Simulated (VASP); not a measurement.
Runs of VASP 6.6.1 on HfO2. The structure is that of space group P4_2/mnm (No. 136), or close to it. The cells are those of the table. 

```csv
task,level,spin,cell,k mesh,cutoff (eV),smearing,gap on the mesh (eV),pressure (GPa),relaxed volume (Å³/atom),largest force (eV/Å)
single point,PBE,"non-collinear, zero start, SOC","a = 4.838, b = 4.838, c = 3.220 Å, 6 atoms",6 × 6 × 8,520,gaussian 0.01 eV,-,2.2,-,0.01
single point,PBE,off,"a = 4.838, b = 4.838, c = 3.220 Å, 6 atoms",6 × 6 × 8,520,fermi-dirac 0.02 eV,3.92,(c),-,0.01
relaxation of cell and atoms,PBE,off,"relaxed from a = 5.233, b = 5.233, c = 3.522 Å, 6 atoms",4 × 4 × 6,600,fermi-dirac 0.02 eV,(b),0.0,(a),-
single point,r2SCAN,off,"a = 4.838, b = 4.838, c = 3.220 Å, 6 atoms",6 × 6 × 8,520,gaussian 0.01 eV,4.47,-3.2,-,0.06
relaxation of cell and atoms,PBEsol,off,"relaxed from a = 4.881, b = 4.881, c = 3.238 Å, 6 atoms",6 × 6 × 8,600,fermi-dirac 0.02 eV,3.89,0.0,12.32,-
```

Alike in all rows: potentials or basis VASP PAW PBE potentials, release 64 (Hf_pv, O).

Estimate the missing entries.

(a) 12.68; (b) 3.90; (c) 2.1.

Caveats: spin-orbit coupling is left out, which moves the levels of the heavy elements (at least some runs); the PAW data sets were made with another functional, which shifts forces and pressure a little (at least some runs); the volume moved by over 15 % at a fixed basis, so the end points are rough (at least some runs); the cell stands under tension (at least some runs).

A k mesh can miss the band edges, and rows without SOC leave out spin-orbit coupling on Hf.
